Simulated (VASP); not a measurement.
Crystal: LiCl.

```
Li Cl
1.0
     3.60050    0.00000    0.00000
    -1.80025    3.11812    0.00000
     0.00000    0.00000    6.07071
Li Cl
2 2
Direct
  0.00000 0.00000 0.00000
  0.00000 0.00000 0.50000
  0.33333 0.66667 0.25000
  0.66667 0.33333 0.75000
```

- Program: VASP 6.6.1
- Task: relaxation of cell and atoms
- Functional: LDA
- Potentials or basis: VASP PAW LDA potentials, release 64 (Li_sv, Cl)
- Cutoff: 600 eV
- k mesh: 12 × 12 × 4
- Occupations: fermi-dirac, width 0.02 eV
- Spin: no spin polarisation

At the start: pressure -3.6 GPa; volume 17.04 Å³/atom.

Question: How do energy, volume and symmetry change on relaxing?

Answer: Over 9 steps the energy falls by 22.6 meV/atom and the volume is 15.24 Å³/atom (-10.6 %); space group P6_3/mmc (No. 194, to 0.1 Å) before and after.

Step by step:
```tsv
step	energy change (eV)	largest force (eV/Å)	pressure (GPa)	volume (Å³)
1	0.0000	0.0000	-3.61	68.15
2	-0.0667	0.0000	-2.04	64.43
3	-0.0899	0.0000	-0.23	61.27
4	-0.0902	0.0000	0.02	60.90
5	-0.0901	0.0000	-0.07	61.04
6	-0.0902	0.0000	-0.07	61.04
7	-0.0902	0.0000	-0.07	61.03
8	-0.0902	0.0000	-0.07	61.03
9	-0.0902	0.0000	-0.01	60.94
```

Final structure:
```
Li Cl
1.0
     3.47029    0.00000    0.00000
    -1.73515    3.00536    0.00000
     0.00000    0.00000    5.84312
Li Cl
2 2
Direct
  0.00000 0.00000 0.00000
  0.00000 0.00000 0.50000
  0.33333 0.66667 0.25000
  0.66667 0.33333 0.75000
```

Caveat: the cutoff is under 1.25 times the usual one of these potentials, so pressure, stress and relaxed cells hold a basis-set (Pulay) error.
